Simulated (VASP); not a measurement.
Write the native input for VASP 6.6.1 that does the following.

| Item | Value |
| --- | --- |
| Task | single point |
| Functional | PBE |
| Potentials or basis | VASP PAW PBE potentials, release 64 (C, O) |
| Cutoff | 520 eV |
| k mesh | 5 × 8 × 1 |
| Occupations | gaussian, width 0.05 eV |
| Spin | no spin polarisation |
| Dipole correction | yes |
| Further INCAR settings | LREAL = Auto; ALGO = Normal; EDIFF = 1e-06; NBANDS = 62 |

The structure of C21O lies in POSCAR:

```
C21O
1.0
    5.0509324483      0.0000000000      0.0000000000
    0.0000000000      3.5715485855      0.0000000000
    0.0000000000      0.0000000000     21.5290412190
C O
21 1
Direct
    0.2500000000      0.0000000000      0.1857955475
    0.7500000000      0.0000000000      0.1857955475
    0.0000000000      0.2500000000      0.1857955475
    0.5000000000      0.2500000000      0.1857955475
    0.0000000000      0.5000000000      0.2444480949
    0.5000000000      0.5000000000      0.2444480949
    0.2500000000      0.7500000000      0.2444480949
    0.7500000000      0.7500000000      0.2444480949
    0.2500000000      0.0024640200      0.3028262705
    0.7500000000      0.0024640200      0.3028262705
    0.0000000000      0.2475359800      0.3028262705
    0.5000000000      0.2475359800      0.3028262705
    0.0000000000      0.5097084338      0.3631087774
    0.5000000000      0.5097084338      0.3631087774
    0.2500000000      0.7402915662      0.3631087774
    0.7500000000      0.7402915662      0.3631087774
    0.2500000000      0.0294931932      0.4124215811
    0.7500000000      0.0294931932      0.4124215811
    0.0000000000      0.2205068068      0.4124215811
    0.5000000000      0.2205068068      0.4124215811
    0.5000000000      0.2794931932      0.4799722452
    0.5000000000      0.2794931932      0.5337374444
```

These files were run (other wordings do the same):

INCAR

```
SYSTEM = C21O
ALGO = Normal
DIPOL = 0.5 0.5 0.320
EDIFF = 1E-6
ENCUT = 520
GGA = PE
IDIPOL = 3
ISIF = 2
ISMEAR = 0
LASPH = .True.
LCHARG = .False.
LDIPOL = .True.
LREAL = Auto
LWAVE = .False.
NBANDS = 62
NELM = 80
PREC = Accurate
SIGMA = 0.05
```

KPOINTS

```
k-points
0
Gamma
  5 8 1
  0 0 0
```

Potentials or basis: VASP PAW PBE potentials, release 64 (C, O).

Launch:

```sh
$ cat potpaw_PBE.64/C/POTCAR potpaw_PBE.64/O/POTCAR > POTCAR
$ mpirun -np 1 vasp_std > vasp.out
```

It gave:

The largest force is 4.789 eV/Å and the band gap on the k mesh is zero (bands 45 and 46 overlap by 0.22 eV).

Run time: 9.1 min on 1 thread of Intel(R) Xeon(R) 6975P-C (Granite Rapids), with other jobs on the host, peak memory 0.52 GiB.
